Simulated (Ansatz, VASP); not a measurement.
## Two plane-wave programs on AlGa3As4

```
Al Ga As
1.0
    -2.75205    2.75205    5.50411
     2.75205   -2.75205    5.50411
     2.75205    2.75205   -5.50411
Al Ga As
1 3 4
Direct
  0.50000 0.50000 0.00000
  0.00000 0.00000 0.00000
  0.25000 0.75000 0.50000
  0.75000 0.25000 0.50000
  0.87500 0.87500 0.50000
  0.37500 0.37500 0.50000
  0.12500 0.62500 0.00000
  0.62500 0.12500 0.00000
```

Alike in both runs: task single point; functional PBE; k mesh 4 × 4 × 4; occupations gaussian, width 0.1 eV; no spin polarisation.

|  | VASP | Ansatz |
| --- | --- | --- |
| version | VASP 6.6.1 | Ansatz 0.2.0 |
| potentials or method | VASP PAW PBE potentials, release 64 (Al, Ga_d, As), cutoff 520 eV | scalar-relativistic, plane waves, PAW |
| valence electrons in the cell | 62 | 102 |

Ansatz gave:

* gap on the k mesh at the Fermi level (eV): 1.30
* least direct gap on the mesh (eV): 1.33
* pressure (GPa): 10.6
* rms of the force components (eV/Å): 0.026

**Question.** Estimate VASP's values.

**Answer.** gap on the k mesh at the Fermi level (eV): 1.30; least direct gap on the mesh (eV): 1.32; pressure (GPa): 10.8; rms of the force components (eV/Å): 0.026.

Atom by atom the forces differ by 0.000 eV/Å (rms over components). With one functional, cell and mesh, what is left measures potentials, basis and numerics. VASP's potentials hold 62 valence electrons a cell and Ansatz's 102, so a difference there can come from the potentials and not from the codes.
